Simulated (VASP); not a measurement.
# In12P12H3N in VASP: single point with PBE+D3(BJ)

Aim: the single point of In12P12H3N with PBE+D3(BJ).

Program: VASP 6.6.1. These are calculated values, not measurements. Logs are shortened: lines on timing, memory, paths and dates and some standing lists are left out, and cuts for length are marked.

### Step 1. The cell of the first run

The cell holds a slab with vacuum, 28 atoms: a = 8.300 Å, b = 8.300 Å, c = 19.624 Å, α = 90.00°, β = 90.00°, γ = 60.00°.

### Step 2. Single point, PBE+D3(BJ)

Contents of INCAR:

```
SYSTEM = In12P12H3N
PREC = Accurate
ENCUT = 520
EDIFF = 1E-7
ISMEAR = -1
SIGMA = 0.05
LREAL = Auto
LASPH = .True.
NELM = 60
ALGO = Normal
ISIF = 2
LWAVE = .False.
LCHARG = .True.
GGA = PE
IVDW = 12
LELF = .True.
LVHAR = .True.
NBANDS = 132
```

Contents of KPOINTS:

```
regular mesh
0
Gamma
  2 2 1
  0 0 0
```

Contents of POSCAR:

```
In12P12H3N
1.0
    8.2995950000      0.0000000000      0.0000000000
    4.1497980000      7.1876600000      0.0000000000
    0.0000000000      0.0000000000     19.6236650000
In P N H
12 12 1 3
Direct
    0.0000000000      0.0000000000      0.0509588805
    0.0000022074      0.4999958262      0.0509588805
    0.5000003012      0.0000000000      0.0509588805
    0.5000025086      0.4999958262      0.0509588805
    0.6413491854      0.6512272422      0.2316896461
    0.6715084683      0.1358021943      0.2260637857
    0.1439394921      0.6746980241      0.2236789101
    0.1618418868      0.1844132861      0.2314195641
    0.2418026365      0.2609611473      0.4363456062
    0.2593402452      0.7953353386      0.3907221205
    0.7950517840      0.2817467716      0.3921234897
    0.7869922503      0.7859859815      0.3923222293
    0.1666698217      0.1666606378      0.0941261482
    0.1666650727      0.6666703767      0.0941261482
    0.6666701229      0.1666606378      0.0941261482
    0.6666653739      0.6666703767      0.0941261482
    0.8059392489      0.8240233957      0.2661225617
    0.8519373504      0.3267544653      0.2604508383
    0.3081456727      0.8404543342      0.2667952189
    0.3385156605      0.3329456318      0.2810280343
    0.4165792439      0.4343972865      0.3740127035
    0.4336580774      0.8961191820      0.4635576484
   -0.0935962194      0.4681217531      0.4593790202
   -0.0375797942      0.9333218321      0.4555978712
    0.3919741684      0.3168764243      0.5469722399
    0.4153739164      0.1901453324      0.5710655986
    0.5093179449      0.3325143371      0.5456065419
    0.2635719935      0.4263000754      0.5595336039
```

Potentials or basis: VASP PAW PBE potentials, release 64 (In_d, P, N, H).

Started as:

```console
$ cat potpaw_PBE.64/In_d/POTCAR potpaw_PBE.64/P/POTCAR potpaw_PBE.64/N/POTCAR potpaw_PBE.64/H/POTCAR > POTCAR
$ mpirun -np 1 vasp_std > vasp.out
```

OUTCAR:

```text
SYSTEM = In12P12H3N
   PREC = Accurate
   ENCUT = 520
   EDIFF = 1E-7
   ISMEAR = -1
   LREAL = Auto
   LASPH = .True.
   NELM = 60
   ISIF = 2
   GGA = PE
   IVDW = 12
 IVDW          = 12

 ion  position               nearest neighbor table
   1  0.000  0.000  0.051-  14 2.54  15 2.54  13 2.54
   2  0.000  0.500  0.051-  13 2.54  16 2.54  14 2.54
   3  0.500  0.000  0.051-  16 2.54  13 2.54  15 2.54
   4  0.500  0.500  0.051-  15 2.54  16 2.54  14 2.54
   5  0.641  0.651  0.232-  18 2.43  19 2.50  17 2.52  16 2.72  12 3.74
   6  0.672  0.136  0.226-  17 2.38  15 2.60  20 2.64  18 2.75  11 3.79   7 3.88
   7  0.144  0.675  0.224-  19 2.52  14 2.55  17 2.57  20 2.71  10 3.69   6 3.88   8 4.00
   8  0.162  0.184  0.231-  18 2.30  20 2.53  19 2.58  13 2.70   7 4.00
   9  0.242  0.261  0.436-  23 2.47  25 2.66  22 2.68  21 2.79  20 3.28  11 3.73  10 3.90
  10  0.259  0.795  0.391-  22 2.46  24 2.49  19 2.52  21 2.62   7 3.69   9 3.90  11 3.95  12 3.96

  11  0.795  0.282  0.392-  23 2.53  18 2.69  21 2.76  24 2.80   9 3.73   6 3.79  10 3.95
  12  0.787  0.786  0.392-  17 2.51  24 2.63  23 2.66  22 2.95   5 3.74  10 3.96
  13  0.167  0.167  0.094-   3 2.54   1 2.54   2 2.54   8 2.70
  14  0.167  0.667  0.094-   1 2.54   2 2.54   4 2.54   7 2.55
  15  0.667  0.167  0.094-   1 2.54   3 2.54   4 2.54   6 2.60
  16  0.667  0.667  0.094-   3 2.54   2 2.54   4 2.54   5 2.72
  17  0.806  0.824  0.266-   6 2.38  12 2.51   5 2.52   7 2.57
  18  0.852  0.327  0.260-   8 2.30   5 2.43  11 2.69   6 2.75
  19  0.308  0.840  0.267-   5 2.50   7 2.52  10 2.52   8 2.58
  20  0.339  0.333  0.281-  21 2.24   8 2.53   6 2.64   7 2.71   9 3.28
  21  0.417  0.434  0.374-  20 2.24  10 2.62  11 2.76   9 2.79
  22  0.434  0.896  0.464-  10 2.46   9 2.68  12 2.95
  23  0.906  0.468  0.459-   9 2.47  11 2.53  12 2.66
  24  0.962  0.933  0.456-  10 2.49  12 2.63  11 2.80
  25  0.392  0.317  0.547-  28 1.03  27 1.05  26 1.08   9 2.66
  26  0.415  0.190  0.571-  25 1.08
  27  0.509  0.333  0.546-  25 1.05
  28  0.264  0.426  0.560-  25 1.03

  LATTYP: Found a hexagonal cell.
 ALAT       =     8.2995951538
 C/A-ratio  =     2.3644123161

  Lattice vectors:

 A1 = (  -4.1497980000,  -7.1876600000,   0.0000000000)
 A2 = (   8.2995950000,   0.0000000000,   0.0000000000)
 A3 = (   0.0000000000,   0.0000000000,  19.6236650000)

Analysis of symmetry for initial positions (statically):
=====================================================================
 Subroutine PRICEL returns:
 Original cell was already a primitive cell.

 Routine SETGRP: Setting up the symmetry group for a
 hexagonal supercell.

 Subroutine GETGRP returns: Found  1 space group operations
 (whereof  1 operations were pure point group operations)
 out of a pool of 24 trial point group operations.

The static configuration has the point symmetry C_1 .

Analysis of symmetry for dynamics (positions and initial velocities):
=====================================================================
 Subroutine PRICEL returns:
 Original cell was already a primitive cell.

 Routine SETGRP: Setting up the symmetry group for a
 hexagonal supercell.

 Subroutine GETGRP returns: Found  1 space group operations
 (whereof  1 operations were pure point group operations)
 out of a pool of 24 trial point group operations.

The dynamic configuration has the point symmetry C_1 .

 Subroutine INISYM returns: Found  1 space group operations
 (whereof  1 operations are pure point group operations),
 and found     1 'primitive' translations

----------------------------------------------------------------------------------------

                                     Primitive cell

  volume of cell :    1170.6432

  direct lattice vectors                    reciprocal lattice vectors
     8.299595000  0.000000000  0.000000000     0.120487807 -0.069563677  0.000000000
     4.149798000  7.187660000  0.000000000     0.000000000  0.139127338  0.000000000
     0.000000000  0.000000000 19.623665000     0.000000000  0.000000000  0.050958881

  length of vectors
     8.299595000  8.299595154 19.623665000     0.139127340  0.139127338  0.050958881

  position of ions in fractional coordinates (direct lattice)
     0.000000000  0.000000000  0.050958880
     0.000002207  0.499995826  0.050958880
     0.500000301  0.000000000  0.050958880
     0.500002509  0.499995826  0.050958880
     0.641349185  0.651227242  0.231689646
     0.671508468  0.135802194  0.226063786
[... 20 lines left out ...]
     0.509317945  0.332514337  0.545606542
     0.263571994  0.426300075  0.559533604

  ion indices of the primitive-cell ions
   primitive index   ion index
                 1           1
                 2           2
                 3           3
                 4           4
                 5           5
                 6           6
[... 20 lines left out ...]
                27          27
                28          28

----------------------------------------------------------------------------------------

 KPOINTS: regular mesh

Automatic generation of k-mesh.
 Grid dimensions read from file:
 generate k-points for:    2    2    1

 Generating k-lattice:

  Cartesian coordinates                     Fractional coordinates (reciprocal lattice)
     0.060243903 -0.034781839  0.000000000     0.500000000  0.000000000  0.000000000
     0.000000000  0.069563669  0.000000000     0.000000000  0.500000000  0.000000000
     0.000000000  0.000000000  0.050958881     0.000000000  0.000000000  1.000000000

  Length of vectors
     0.069563670  0.069563669  0.050958881

  Shift w.r.t. Gamma in fractional coordinates (k-lattice)
     0.000000000  0.000000000  0.000000000

 Subroutine IBZKPT returns following result:
 ===========================================

 Found      4 irreducible k-points:

 Following reciprocal coordinates:
            Coordinates               Weight
  0.000000  0.000000  0.000000      1.000000
  0.500000  0.000000  0.000000      1.000000
  0.500000  0.500000  0.000000      1.000000
  0.000000  0.500000  0.000000      1.000000
   k-points           NKPTS =      4   k-points in BZ     NKDIM =      4   number of bands    NBANDS=    132
   number of dos      NEDOS =    301   number of ions     NIONS =     28
   total plane-waves  NPLWV = 614400
   dimension x,y,z NGX =    64 NGY =   64 NGZ =  150
   dimension x,y,z NGXF=   128 NGYF=  128 NGZF=  300
   ions per type =              12  12   1   3
   NGX,Y,Z   is equivalent  to a cutoff of  12.82, 12.82, 12.71 a.u.
   NGXF,Y,Z  is equivalent  to a cutoff of  25.64, 25.64, 25.42 a.u.
 SYSTEM =  In12P12H3N
   PREC   = accura    normal or accurate (medium, high low for compatibility)
   ISTART =      0    job   : 0-new  1-cont  2-samecut
   ICHARG =      2    charge: 1-file 2-atom 10-const
   ISPIN  =      1    spin polarized calculation?
   LNONCOLLINEAR =      F non collinear calculations
   LSORBIT =      F    spin-orbit coupling
   LASPH  =      T    aspherical Exc in radial PAW
   ENCUT  =  520.0 eV  38.22 Ry    6.18 a.u.  15.43 15.43 36.49*2*pi/ulx,y,z
   NELM   =     60;   NELMIN=  2; NELMDL= -5     # of ELM steps
   EDIFF  = 0.1E-06   stopping-criterion for ELM
   LREAL  =      T    real-space projection
   EDIFFG = 0.1E-05   stopping-criterion for IOM
   NSW    =      0    number of steps for IOM
   IBRION =     -1    ionic relax: 0-MD 1-quasi-New 2-CG
   NFREE  =      0    steps in history (QN), initial steepest desc. (CG)
   ISIF   =      2    stress and relaxation
   ISYM   =      2    0-nonsym 1-usesym 2-fastsym
   POTIM  = 0.5000    time-step for ionic-motion
   TEBEG  =    0.0;   TEEND  =   0.0 temperature during run
   PSTRESS=    0.0 pullay stress
   NELECT =     224.0000    total number of electrons
   NUPDOWN=      -1.0000    fix difference up-down
   EMIN   =  10.00;   EMAX   =-10.00  energy-range for DOS
   EFERMI =   0.00;   METHOD = LEGACY
   ISMEAR =    -1;   SIGMA  =   0.05  broadening in eV -4-tet -1-fermi 0-gaus
   EFERMI_NEDOS =   21; number of points for ismear=-14 and -15
   IALGO  =     38    algorithm
   IMIX   =      4    mixing-type and parameters
     AMIX     =   0.40;   BMIX     =  1.00
     AMIX_MAG =   1.60;   BMIX_MAG =  1.00
  volume/ion in A,a.u.               =      41.81       282.14
  Fermi-wavevector in a.u.,A,eV,Ry     =   0.943371  1.782713 12.108497  0.889949
  Thomas-Fermi vector in A             =   2.071072
   LORBIT       =      0    0 simple, 1 ext, 2 COOP (PROOUT), +10 PAW based schemes
   GGA     = PE    functional components
   LHFCALC =     F    Hartree Fock is set to
   AEXX    =    0.0000 exact exchange contribution
   IVDW    =    12    specifies the selected vdW correction
   LEPSILON=     F    determine dielectric tensor
   LRPA    =     F    only Hartree local field effects (RPA)
 non-spin polarized calculation
  energy-cutoff  :      520.00
  volume of cell :     1170.64
 maximum number of plane-waves:     31645
 NGX is ok and might be reduce to    64
   NGX = 31   NGY = 31   NGZ = 73

 number of electron     224.0000020 magnetization

 Free energy of the ion-electron system (eV)
  ---------------------------------------------------
  ext. energy  EPLUGINS =         0.00000000
  ---------------------------------------------------
  free energy    TOTEN  =      -111.16550118 eV

  energy without entropy =     -111.03145675  energy(sigma->0) =     -111.09847896

 E-fermi :   1.1268     XC(G=0):  -5.7752

 val. band max:        1.1196998029   @ k =   0.5000   0.0000   0.0000
 cond. band min:       1.2188261506   @ k =   0.0000   0.0000   0.0000
 fundamental gap:      0.0991263478
 Fermi energy:         1.1268342904

 k-point     1 :       0.0000    0.0000    0.0000
  band No.  band energies     occupation
      1     -16.2351      2.00000
      2     -14.0934      2.00000
      3     -14.0907      2.00000
      4     -14.0692      2.00000
      5     -14.0484      2.00000
      6     -14.0119      2.00000
[... 116 lines left out ...]
    123       2.7193      0.00000
    124       2.7872      0.00000

 k-point     2 :       0.5000    0.0000    0.0000
  band No.  band energies     occupation
      1     -16.2350      2.00000
      2     -14.0865      2.00000
      3     -14.0754      2.00000
      4     -14.0600      2.00000
      5     -14.0366      2.00000
      6     -14.0199      2.00000
[... 116 lines left out ...]
    123       3.6815      0.00000
    124       3.8061      0.00000

 k-point     3 :       0.5000    0.5000    0.0000
  band No.  band energies     occupation
      1     -16.2350      2.00000
      2     -14.0846      2.00000
      3     -14.0829      2.00000
      4     -14.0578      2.00000
      5     -14.0394      2.00000
      6     -14.0123      2.00000
[... 116 lines left out ...]
    123       3.3140      0.00000
    124       3.5140      0.00000

 k-point     4 :       0.0000    0.5000    0.0000
  band No.  band energies     occupation
      1     -16.2350      2.00000
      2     -14.0878      2.00000
      3     -14.0724      2.00000
      4     -14.0637      2.00000
      5     -14.0342      2.00000
      6     -14.0218      2.00000
[... 116 lines left out ...]
    123       3.6058      0.00000
    124       3.6751      0.00000
 [bands above 124 left out]

------------------------ aborting loop because EDIFF is reached ----------------------------------------

 Edisp (eV)   -6.00536

 E8    (eV) :    -2.7080

  FORCE on cell =-STRESS in cart. coord.  units (eV):
  Direction    XX          YY          ZZ          XY          YZ          ZX
  --------------------------------------------------------------------------------------
  -------------------------------------------------------------------------------------
  Total      -1.16355    -0.81737     1.30357    -3.09247     2.80433     0.48601
  in kB      -1.59247    -1.11867     1.78410    -4.23245     3.83809     0.66517
  external pressure =       -0.31 kB  Pullay stress =        0.00 kB

 VOLUME and BASIS-vectors are now :
 -----------------------------------------------------------------------------
  energy-cutoff  :      520.00
  volume of cell :     1170.64
      direct lattice vectors                 reciprocal lattice vectors
     8.299595000  0.000000000  0.000000000     0.120487807 -0.069563677  0.000000000
     4.149798000  7.187660000  0.000000000     0.000000000  0.139127338  0.000000000
     0.000000000  0.000000000 19.623665000     0.000000000  0.000000000  0.050958881

 POSITION                                       TOTAL-FORCE (eV/Angst)
 -----------------------------------------------------------------------------------
      0.00000      0.00000      1.00000        -0.002819      0.017762     -0.319172
      2.07490      3.59380      1.00000        -0.002376     -0.037023      0.306938
      4.14980      0.00000      1.00000        -0.034503      0.020794      0.356455
      6.22470      3.59380      1.00000         0.028801     -0.005760      0.116513
      8.02540      4.68080      4.54660        -0.049116      0.495588     -0.593873
      6.13680      0.97610      4.43620         0.265861      1.944118     -0.198600
[... 20 lines left out ...]
      5.60700      2.39000     10.70680        -1.352508      0.134688      0.224590
      3.95660      3.06410     10.98010         0.849317     -0.072174      0.319744
 -----------------------------------------------------------------------------------
    total drift:                                0.045422      0.004020     -0.039403

  FREE ENERGIE OF THE ION-ELECTRON SYSTEM (eV)
  ---------------------------------------------------
  free  energy   TOTEN  =      -117.1708593913 eV

  energy  without entropy=     -117.0368149576  energy(sigma->0) =     -117.10383717
```

Run time: 24 min. Hardware: 1 thread of Intel Xeon 6975P-C (Granite Rapids), shared host; peak memory 1.4 GiB.

Results:

| Quantity | Value |
| --- | --- |
| Free energy | -117.1709 eV |
| Largest force | 3.175 eV/Å |
| Band gap on the k mesh | zero (bands 112 and 113 overlap by 0.01 eV) |
| Dispersion energy per atom | -0.214 eV |

Forces in eV/Å, atoms in the order of the input:
```
In  -0.003  0.018 -0.319
In  -0.002 -0.037  0.307
In  -0.035  0.021  0.356
In   0.029 -0.006  0.117
In  -0.049  0.496 -0.594
In   0.266  1.944 -0.199
In  -0.109 -0.684  0.287
In   1.503 -1.353 -0.882
In   1.116 -0.739  0.158
In  -0.211 -0.102  0.121
In  -0.203 -0.764  0.297
In  -0.269  0.067  1.853
P    0.400  0.176  0.296
P   -0.176 -0.070 -0.428
P   -0.160 -0.118 -0.157
P   -0.040  0.032 -0.143
P    0.299 -1.184 -0.069
P   -3.051 -0.142  0.865
P   -0.036  0.211 -0.444
P    1.282  0.952 -0.492
P   -0.492 -0.956  0.458
P    1.460  0.707 -0.372
P   -0.208  0.614 -0.237
P   -0.880  0.930 -0.738
N   -0.863 -1.939  0.147
H    0.936  1.864 -0.730
H   -1.353  0.135  0.225
H    0.849 -0.072  0.320
```

Levels at points of the mesh, in eV from the Fermi level:
```tsv
k point	band 108	band 109	band 110	band 111	band 112	band 113	band 114	band 115	band 116	band 117
(0.00, 0.00, 0.00)	-0.93	-0.74	-0.40	-0.20	-0.13	-0.02	0.09	0.12	0.76	1.08
(0.50, 0.00, 0.00)	-0.95	-0.86	-0.71	-0.38	-0.01	0.09	0.22	0.24	1.22	1.72
(0.50, 0.50, 0.00)	-0.85	-0.73	-0.50	-0.30	-0.03	0.10	0.16	0.25	0.94	1.59
(0.00, 0.50, 0.00)	-0.90	-0.82	-0.67	-0.28	-0.03	0.10	0.21	0.24	1.27	1.70
```

Caveat: the k points lie up to 0.44 Å⁻¹ apart; spin-orbit coupling is left out, which moves the levels of the heavy elements.
